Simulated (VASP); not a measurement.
Mg, 2 atoms in the cell. The structure is hexagonal, space group P6_3/mmc (No. 194). The conventional cell has a = 3.064 Å, b = 3.064 Å, c = 4.968 Å, α = 90.00°, β = 90.00°, γ = 120.00°. Within 4.0 Å of Mg (site symmetry -6m2) lie 12 Mg at 3.05 to 3.06 Å.  This cell differs from its parent crystal: volume scaled by 0.880.

- Program: VASP 6.6.1
- Task: relaxation of shape and atoms at fixed volume
- Functional: PBE
- Potentials or basis: VASP PAW PBE potentials, release 64 (Mg)
- Cutoff: 600 eV
- k mesh: 16 × 16 × 10
- Occupations: gaussian, width 0.05 eV
- Spin: no spin polarisation
- Dipole correction: no
- Further INCAR settings: ALGO = Fast; EDIFF = 1e-07; IBRION = 2; EDIFFG = -0.01; NSW = 60; ISIF = 4

Potentials or basis: VASP PAW PBE potentials, release 64 (Mg).

Run with:

```console
$ cat potpaw_PBE.64/Mg/POTCAR > POTCAR
$ mpirun -np 1 vasp_std > vasp.out
```

Hardware: 1 thread of AMD EPYC 7R13, on a shared host.

Q: Estimate the wall time of this run.

A: It took 79 s on 1 thread of AMD EPYC 7R13, on a shared host, peak memory 0.17 GiB. Counts: scf iterations 13, k points 180, ion steps 2.
